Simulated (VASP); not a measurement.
A run of VASP 6.6.1:

INCAR

```
SYSTEM = C
ALGO     = Normal         ! electronic algorithm
EDIFF    = 1E-7           ! SCF threshold, eV
ENCUT    = 520            ! plane-wave cutoff, eV
ISIF     = 2              ! what is computed and relaxed
ISMEAR   = -1             ! smearing method
LASPH    = .True.         ! aspherical terms in the spheres
LCHARG   = .False.        ! write CHGCAR
LREAL    = .False.        ! projectors in reciprocal space
LWAVE    = .False.        ! write WAVECAR
NBANDS   = 16             ! bands
NELM     = 60             ! most SCF steps
PREC     = Accurate       ! precision mode
SIGMA    = 0.05           ! smearing width, eV
```

Contents of KPOINTS:

```
k-points
0
Gamma
  11 11 11
  0 0 0
```

POSCAR

```
C
1.0
    1.2122825681      0.6999116656      8.1422046679
   -1.2122825681      0.6999116656      8.1422046679
    0.0000000000     -1.3998233311      8.1422046679
C
4
Direct
    0.9128269200      0.9128269200      0.9128269200
    0.2461499400      0.2461499400      0.2461499400
    0.7538500600      0.7538500600      0.7538500600
    0.0871730800      0.0871730800      0.0871730800
```

Potentials or basis: VASP PAW LDA potentials, release 64 (C).

Command:

```sh
$ cat potpaw_LDA.64/C/POTCAR > POTCAR
$ mpirun -np 1 vasp_std > vasp.out
```

Hardware: 1 thread of Intel Xeon 8259CL, with other jobs on the host.

Q: Estimate the wall time of this run.

A: It took 25 min on 1 thread of Intel Xeon 8259CL, on a shared host, peak memory 0.42 GiB. Counts: scf iterations 14, k points 146.
